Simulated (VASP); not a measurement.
Wanted: the native input for a VASP 6.6.1 run.

* Task: relaxation of cell and atoms
* Functional: PBE
* Potentials or basis: VASP PAW PBE potentials, release 64 (Zr_sv)
* Cutoff: 600 eV
* k mesh: 18 × 18 × 10
* Occupations: fermi-dirac, width 0.05 eV
* Spin: no spin polarisation
* Dipole correction: no
* Further INCAR settings: ALGO = Normal; EDIFF = 1e-06; IBRION = 2; EDIFFG = -0.003; NSW = 100; ISIF = 3

The structure of Zr lies in POSCAR:

```
Zr
1.0
    3.2320000000      0.0000000000      0.0000000000
   -1.6160000000      2.7989941050      0.0000000000
    0.0000000000      0.0000000000      5.1470000000
Zr
2
Direct
    0.3333333333      0.6666666667      0.2500000000
    0.6666666667      0.3333333333      0.7500000000
```

The input as run:

INCAR

```
SYSTEM = Zr
ALGO     = Normal         ! electronic algorithm
EDIFF    = 1E-6           ! SCF threshold, eV
EDIFFG   = -0.003         ! ionic threshold
ENCUT    = 600            ! plane-wave cutoff, eV
GGA      = PE             ! functional
IBRION   = 2              ! ionic algorithm
ISIF     = 3              ! what is computed and relaxed
ISMEAR   = -1             ! smearing method
LASPH    = .TRUE.         ! aspherical terms in the spheres
LCHARG   = .FALSE.        ! write CHGCAR
LREAL    = .FALSE.        ! projectors in reciprocal space
LWAVE    = .FALSE.        ! write WAVECAR
NELM     = 60             ! most SCF steps
NSW      = 100            ! ionic steps
PREC     = Accurate       ! precision mode
SIGMA    = 0.05           ! smearing width, eV
```

KPOINTS

```
k-points
0
G
  18 18 10
  0 0 0
```

Potentials or basis: VASP PAW PBE potentials, release 64 (Zr_sv).

The run is started by

```bash
$ cat potpaw_PBE.64/Zr_sv/POTCAR > POTCAR
$ mpirun -np 1 vasp_std > vasp.out
```

Results of the run:

The relaxed volume is 23.39 Å³/atom and the relaxed cell is a = 3.232 Å, b = 3.232 Å, c = 5.171 Å, α = 90.00°, β = 90.00°, γ = 120.00°. The space group after relaxing (to 0.1 Å) is P6_3/mmc (No. 194), the energy gained by relaxing is 0.3 meV/atom and the ionic steps are 5. The pressure after relaxing is 0.0 GPa and the band gap on the k mesh is zero (bands 12 and 13 overlap by 1.20 eV).

Wall time 7.2 min on 1 thread of Intel(R) Xeon(R) Platinum 8259CL CPU @ 2.50GHz (Skylake/Cascade Lake), with other jobs on the host, peak memory 0.31 GiB.
